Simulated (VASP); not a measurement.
# Li2Cl3 (R-3m) in VASP: notebook

The runs below take Li2Cl3 through relaxation of cell and atoms, single point, with PBE.

All numbers are computed with VASP 6.6.1; they aren't measurements. Logs are shortened: lines on timing, memory, paths and dates and some standing lists are left out, and cuts for length are marked.

### 1 The cell of the first run

It takes space group R-3m (No. 166, trigonal). Conventional cell: a = 3.721 Å, b = 3.721 Å, c = 25.870 Å, α = 90.00°, β = 90.00°, γ = 120.00°. Li (site symmetry 3m) has 6 Cl at 2.61 to 2.75 Å within 3.4 Å. Cl (site symmetry -3m) has 6 Li at 2.75 Å and 12 Cl at 3.72 to 3.86 Å within 3.9 Å. Within 3.4 Å of Cl (site symmetry 3m) lie 3 Li at 2.61 Å and 3 Cl at 3.09 Å.

### 2 Relaxation of cell and atoms, PBE

The input, INCAR:

```
  PREC = Accurate
  ENCUT = 600
  EDIFF = 1E-6
  ISMEAR = 0
  SIGMA = 0.1
  LREAL = False
  LASPH = True
  NELM = 100
  ALGO = Normal
  ISIF = 3
  LWAVE = False
  LCHARG = False
  GGA = PE
  IBRION = 2
  NSW = 90
  EDIFFG = -0.04
```

The input, KPOINTS:

```
regular mesh
0
Gamma
  6 6 6
```

The input, POSCAR:

```
Li2Cl3
1.0
    1.8602971187      1.0740430422      8.6234207911
   -1.8602971187      1.0740430422      8.6234207911
    0.0000000000     -2.1480860844      8.6234207911
Li Cl
2 3
Direct
    0.4000000000      0.4000000000      0.4000000000
    0.6000000000      0.6000000000      0.6000000000
    0.0000000000      0.0000000000      0.0000000000
    0.2095000000      0.2095000000      0.2095000000
    0.7905000000      0.7905000000      0.7905000000
```

Potentials or basis: VASP PAW PBE potentials, release 64 (Li_sv, Cl).

Started as:

```sh
$ cat potpaw_PBE.64/Li_sv/POTCAR potpaw_PBE.64/Cl/POTCAR > POTCAR
$ mpirun -np 1 vasp_std > vasp.out
```

OUTCAR:

```text
PREC = Accurate
   ENCUT = 600
   EDIFF = 1E-6
   ISMEAR = 0
   LREAL = False
   LASPH = True
   NELM = 100
   ISIF = 3
   GGA = PE
   IBRION = 2
   NSW = 90
   EDIFFG = -0.04

 ion  position               nearest neighbor table
   1  0.400  0.400  0.400-   5 2.61   5 2.61   5 2.61
   2  0.600  0.600  0.600-   4 2.61   4 2.61   4 2.61
   3  0.000  0.000  0.000-
   4  0.209  0.209  0.209-   2 2.61   2 2.61   2 2.61
   5  0.791  0.791  0.791-   1 2.61   1 2.61   1 2.61

  LATTYP: Found a trigonal (rhomboedric) cell.
 ALAT       =     8.8869376034
 COS(alpha) =     0.9123624232

  Lattice vectors:

 A1 = (   1.8602971187,   1.0740430422,   8.6234207911)
 A2 = (  -1.8602971187,   1.0740430422,   8.6234207911)
 A3 = (   0.0000000000,  -2.1480860844,   8.6234207911)

Analysis of symmetry for initial positions (statically):
=====================================================================
 Subroutine PRICEL returns:
 Original cell was already a primitive cell.

 Routine SETGRP: Setting up the symmetry group for a
 trigonal (rhombohedral) supercell.

 Subroutine GETGRP returns: Found 12 space group operations
 (whereof 12 operations were pure point group operations)
 out of a pool of 12 trial point group operations.

The static configuration has the point symmetry D_3d.

Analysis of symmetry for dynamics (positions and initial velocities):
=====================================================================
 Subroutine PRICEL returns:
 Original cell was already a primitive cell.

 Routine SETGRP: Setting up the symmetry group for a
 trigonal (rhombohedral) supercell.

 Subroutine GETGRP returns: Found 12 space group operations
 (whereof 12 operations were pure point group operations)
 out of a pool of 12 trial point group operations.

The dynamic configuration has the point symmetry D_3d.

 Subroutine INISYM returns: Found 12 space group operations
 (whereof 12 operations are pure point group operations),
 and found     1 'primitive' translations

----------------------------------------------------------------------------------------

                                     Primitive cell

  volume of cell :     103.3796

  direct lattice vectors                    reciprocal lattice vectors
     1.860297119  1.074043042  8.623420791     0.268774270  0.155176897  0.038654420
    -1.860297119  1.074043042  8.623420791    -0.268774270  0.155176897  0.038654420
     0.000000000 -2.148086084  8.623420791     0.000000000 -0.310353794  0.038654420

  length of vectors
     8.886937603  8.886937603  8.886937603     0.312751726  0.312751726  0.312751726

  position of ions in fractional coordinates (direct lattice)
     0.400000000  0.400000000  0.400000000
     0.600000000  0.600000000  0.600000000
     0.000000000  0.000000000  0.000000000
     0.209500000  0.209500000  0.209500000
     0.790500000  0.790500000  0.790500000

  ion indices of the primitive-cell ions
   primitive index   ion index
                 1           1
                 2           2
                 3           3
                 4           4
                 5           5

----------------------------------------------------------------------------------------

 KPOINTS: regular mesh

Automatic generation of k-mesh.
 Grid dimensions read from file:
 generate k-points for:    6    6    6

 Generating k-lattice:

  Cartesian coordinates                     Fractional coordinates (reciprocal lattice)
     0.044795712  0.025862816  0.006442403     0.166666667  0.000000000  0.000000000
    -0.044795712  0.025862816  0.006442403     0.000000000  0.166666667  0.000000000
     0.000000000 -0.051725632  0.006442403     0.000000000  0.000000000  0.166666667

  Length of vectors
     0.052125288  0.052125288  0.052125288

  Shift w.r.t. Gamma in fractional coordinates (k-lattice)
     0.000000000  0.000000000  0.000000000

 Subroutine IBZKPT returns following result:
 ===========================================

 Found     32 irreducible k-points:

 Following reciprocal coordinates:
            Coordinates               Weight
  0.000000  0.000000  0.000000      1.000000
  0.166667 -0.000000 -0.000000      6.000000
  0.333333  0.000000  0.000000      6.000000
  0.500000  0.000000  0.000000      3.000000
  0.166667  0.166667  0.000000      6.000000
  0.333333  0.166667  0.000000     12.000000
[... 16 lines left out ...]
  0.500000  0.500000  0.166667      6.000000
 -0.333333  0.500000  0.166667     12.000000
 [... further k-points ...]
   k-points           NKPTS =     32   k-points in BZ     NKDIM =     32   number of bands    NBANDS=     17
   number of dos      NEDOS =    301   number of ions     NIONS =      5
   total plane-waves  NPLWV = 373248
   dimension x,y,z NGX =    72 NGY =   72 NGZ =   72
   dimension x,y,z NGXF=   144 NGYF=  144 NGZF=  144
   ions per type =               2   3
   NGX,Y,Z   is equivalent  to a cutoff of  13.47, 13.47, 13.47 a.u.
   NGXF,Y,Z  is equivalent  to a cutoff of  26.94, 26.94, 26.94 a.u.
 SYSTEM =  unknown system
   PREC   = accura    normal or accurate (medium, high low for compatibility)
   ISTART =      0    job   : 0-new  1-cont  2-samecut
   ICHARG =      2    charge: 1-file 2-atom 10-const
   ISPIN  =      1    spin polarized calculation?
   LNONCOLLINEAR =      F non collinear calculations
   LSORBIT =      F    spin-orbit coupling
   LASPH  =      T    aspherical Exc in radial PAW
   ENCUT  =  600.0 eV  44.10 Ry    6.64 a.u.  17.75 17.75 17.75*2*pi/ulx,y,z
   NELM   =    100;   NELMIN=  2; NELMDL= -5     # of ELM steps
   EDIFF  = 0.1E-05   stopping-criterion for ELM
   LREAL  =      F    real-space projection
   EDIFFG = -.4E-01   stopping-criterion for IOM
   NSW    =     90    number of steps for IOM
   IBRION =      2    ionic relax: 0-MD 1-quasi-New 2-CG
   NFREE  =      1    steps in history (QN), initial steepest desc. (CG)
   ISIF   =      3    stress and relaxation
   ISYM   =      2    0-nonsym 1-usesym 2-fastsym
   POTIM  = 0.5000    time-step for ionic-motion
   TEBEG  =    0.0;   TEEND  =   0.0 temperature during run
   PSTRESS=    0.0 pullay stress
   NELECT =      27.0000    total number of electrons
   NUPDOWN=      -1.0000    fix difference up-down
   EMIN   =  10.00;   EMAX   =-10.00  energy-range for DOS
   EFERMI =   0.00;   METHOD = LEGACY
   ISMEAR =     0;   SIGMA  =   0.10  broadening in eV -4-tet -1-fermi 0-gaus
   EFERMI_NEDOS =   21; number of points for ismear=-14 and -15
   IALGO  =     38    algorithm
   IMIX   =      4    mixing-type and parameters
     AMIX     =   0.40;   BMIX     =  1.00
     AMIX_MAG =   1.60;   BMIX_MAG =  1.00
  volume/ion in A,a.u.               =      20.68       139.53
  Fermi-wavevector in a.u.,A,eV,Ry     =   1.046448  1.977501 14.899117  1.095054
  Thomas-Fermi vector in A             =   2.181287
   LORBIT       =      0    0 simple, 1 ext, 2 COOP (PROOUT), +10 PAW based schemes
   GGA     = PE    functional components
   LHFCALC =     F    Hartree Fock is set to
   AEXX    =    0.0000 exact exchange contribution
   IVDW    =     0    specifies the selected vdW correction
   LEPSILON=     F    determine dielectric tensor
   LRPA    =     F    only Hartree local field effects (RPA)
 conjugate gradient relaxation of ions
 non-spin polarized calculation
 Gauss-broadening in eV      SIGMA  =   0.10
  energy-cutoff  :      600.00
  volume of cell :      103.38
 maximum number of plane-waves:      3509
   NGX = 35   NGY = 35   NGZ = 35

--------------------------------------- Ionic step        1  -------------------------------------------

 number of electron      26.9999997 magnetization

 Free energy of the ion-electron system (eV)
  ---------------------------------------------------
  ext. energy  EPLUGINS =         0.00000000
  ---------------------------------------------------
  free energy    TOTEN  =       -15.20036682 eV

  energy without entropy =      -15.16201413  energy(sigma->0) =      -15.18119048

------------------------ aborting loop because EDIFF is reached ----------------------------------------

  FORCE on cell =-STRESS in cart. coord.  units (eV):
  Direction    XX          YY          ZZ          XY          YZ          ZX
  --------------------------------------------------------------------------------------
  -------------------------------------------------------------------------------------
  Total       -0.9691373     -0.9691373     -1.8888683      0.0000000     -0.0000000      0.0000000
  in kB      -15.0196930    -15.0196930    -29.2736868      0.0000000     -0.0000000      0.0000000
  external PRESSURE =     -19.7710243 kB  Pullay stress =       0.0000000 kB
[... 98 lines left out ...]
  FREE ENERGIE OF THE ION-ELECTRON SYSTEM (eV)
  ---------------------------------------------------
  free  energy   TOTEN  =       -15.3975545317 eV

  energy  without entropy=      -15.3676275982  energy(sigma->0) =      -15.38259106

 E-fermi :   0.3375     XC(G=0):  -8.6910

 val. band max:        0.3274691668   @ k =   0.3333   0.0000   0.0000
 cond. band min:       0.3481960749   @ k =   0.5000   0.5000   0.5000
 fundamental gap:      0.0207269081
 Fermi energy:         0.3375288650

 k-point     1 :       0.0000    0.0000    0.0000
  band No.  band energies     occupation
      1     -43.1269      2.00000
      2     -43.1264      2.00000
      3     -13.3555      2.00000
      4     -12.8601      2.00000
      5     -12.5266      2.00000
      6      -1.9675      2.00000
[... 9 lines left out ...]
     16       7.9254      0.00000
     17       8.7586      0.00000
[... 443 lines left out ...]
      1     -43.1248      2.00000
      2     -43.1246      2.00000
      3     -12.6628      2.00000
      4     -12.6286      2.00000
      5     -12.3554      2.00000
      6      -2.3245      2.00000
[... 9 lines left out ...]
     16       9.1452      0.00000
     17       9.5821      0.00000

 [... further k-points ...]

[... ionic steps 4 to 9 ...]

--------------------------------------- Ionic step       10  -------------------------------------------

 number of electron      27.0000002 magnetization

------------------------ aborting loop because EDIFF is reached ----------------------------------------

  FORCE on cell =-STRESS in cart. coord.  units (eV):
  Direction    XX          YY          ZZ          XY          YZ          ZX
  --------------------------------------------------------------------------------------
  -------------------------------------------------------------------------------------
  Total        0.1575866      0.1575866     -0.0233490      0.0000000      0.0000000      0.0000000
  in kB        2.5712750      2.5712750     -0.3809756      0.0000000      0.0000000      0.0000000
  external PRESSURE =       1.5871915 kB  Pullay stress =       0.0000000 kB
[... 63 lines left out ...]
  energy  without entropy=      -15.4562751756  energy(sigma->0) =      -15.47369264

--------------------------------------- Ionic step       12  -------------------------------------------

 number of electron      27.0000000 magnetization

 Free energy of the ion-electron system (eV)
  ---------------------------------------------------
  ext. energy  EPLUGINS =         0.00000000
  ---------------------------------------------------
  free energy    TOTEN  =       -15.49271615 eV

  energy without entropy =      -15.45949683  energy(sigma->0) =      -15.47610649

 E-fermi :  -0.2388     XC(G=0):  -8.3543

 val. band max:       -0.2669278108   @ k =   0.5000   0.3333   0.0000
 cond. band min:      -0.2315635351   @ k =   0.3333   0.3333   0.3333
 fundamental gap:      0.0353642756
 Fermi energy:        -0.2387661177

 k-point     1 :       0.0000    0.0000    0.0000
  band No.  band energies     occupation
      1     -43.6467      2.00000
      2     -43.6461      2.00000
      3     -13.7952      2.00000
      4     -13.0833      2.00000
      5     -13.0177      2.00000
      6      -2.4672      2.00000
[... 9 lines left out ...]
     16       7.0874      0.00000
     17       8.1185      0.00000
[... 443 lines left out ...]
      1     -43.6452      2.00000
      2     -43.6451      2.00000
      3     -13.3250      2.00000
      4     -13.0012      2.00000
      5     -12.8480      2.00000
      6      -2.8014      2.00000
[... 9 lines left out ...]
     16       8.6163      0.00000
     17       9.2655      0.00000

 [... further k-points ...]

------------------------ aborting loop because EDIFF is reached ----------------------------------------

  FORCE on cell =-STRESS in cart. coord.  units (eV):
  Direction    XX          YY          ZZ          XY          YZ          ZX
  --------------------------------------------------------------------------------------
  -------------------------------------------------------------------------------------
  Total       -0.0071186     -0.0071186      0.0760101      0.0000000      0.0000000      0.0000000
  in kB       -0.1147288     -0.1147288      1.2250324      0.0000000      0.0000000      0.0000000
  external PRESSURE =       0.3318583 kB  Pullay stress =       0.0000000 kB
[... 20 lines left out ...]
  FREE ENERGIE OF THE ION-ELECTRON SYSTEM (eV)
  ---------------------------------------------------
  free  energy   TOTEN  =       -15.4927161465 eV

  energy  without entropy=      -15.4594968289  energy(sigma->0) =      -15.47610649

 reached required accuracy - stopping structural energy minimisation
```

Run time: 30 min. Hardware: 1 thread of Intel Xeon Platinum 8559C (Emerald Rapids), shared host; peak memory 0.83 GiB.

What came out:

```yaml
Free_energy: -15.4927 eV
Relaxed_volume: 19.88 Å³/atom
Relaxed_cell: a = 8.228 Å, b = 8.228 Å, c = 8.228 Å, α = 26.74°, β = 26.74°, γ = 26.74°
Space_group_after_relaxing_to_0.1_Å: R-3m (No. 166)
Energy_gained_by_relaxing: 58.5 meV/atom
Ionic_steps: 12
Pressure_after_relaxing: 0.0 GPa
Largest_force_after_relaxing: 0.038 eV/Å
Band_gap_on_the_k_mesh: zero (an odd number of electrons rules out a gap without spin polarisation)
```

Forces in eV/Å, atoms in the order of the input:
```
Li   0.000  0.000  0.038
Li   0.000  0.000 -0.038
Cl   0.000  0.000  0.000
Cl   0.000  0.000 -0.027
Cl   0.000  0.000  0.027
```

Stress tensor (GPa, compression positive):
```
-0.01  0.00  0.00
 0.00 -0.01  0.00
 0.00  0.00  0.12
```

The path:
```csv
step,energy change (eV),largest force (eV/Å),pressure (GPa),volume (Å³)
1,0.0000,0.8074,-1.98,103.38
2,-0.1010,0.6791,-1.27,99.61
3,-0.1972,0.2051,2.18,88.88
4,-0.2058,0.3332,1.15,91.33
5,-0.2370,0.2368,0.71,92.98
6,-0.2747,0.1139,-0.06,96.85
7,-0.2811,0.0877,-0.35,98.80
8,-0.2822,0.0797,-0.49,99.94
9,-0.2887,0.0513,0.02,98.54
10,-0.2890,0.0483,0.16,98.19
11,-0.2907,0.0468,0.12,98.57
12,-0.2923,0.0379,0.03,99.41
```

Final structure:
```cif
data_structure
_symmetry_space_group_name_H-M 'P 1'
_symmetry_Int_Tables_number 1
_cell_length_a 8.2282
_cell_length_b 8.2282
_cell_length_c 8.2282
_cell_angle_alpha 26.736
_cell_angle_beta 26.736
_cell_angle_gamma 26.736
_cell_volume 99.41
loop_
_atom_site_label
_atom_site_type_symbol
_atom_site_fract_x
_atom_site_fract_y
_atom_site_fract_z
_atom_site_occupancy
Li1 Li 0.39990 0.39990 0.39990 1
Li2 Li 0.60010 0.60010 0.60010 1
Cl1 Cl 0.00000 0.00000 0.00000 1
Cl2 Cl 0.22386 0.22386 0.22386 1
Cl3 Cl 0.77614 0.77614 0.77614 1
```

Caveat: the cutoff is under 1.25 times the usual one of these potentials, so pressure, stress and relaxed cells hold a basis-set (Pulay) error; an odd number of electrons without spin polarisation forces a metal; a magnetic or distorted state may lie lower.

[end of part 1 of 2]

The gap in the log of VASP goes by the Fermi energy; the results here count the filled bands.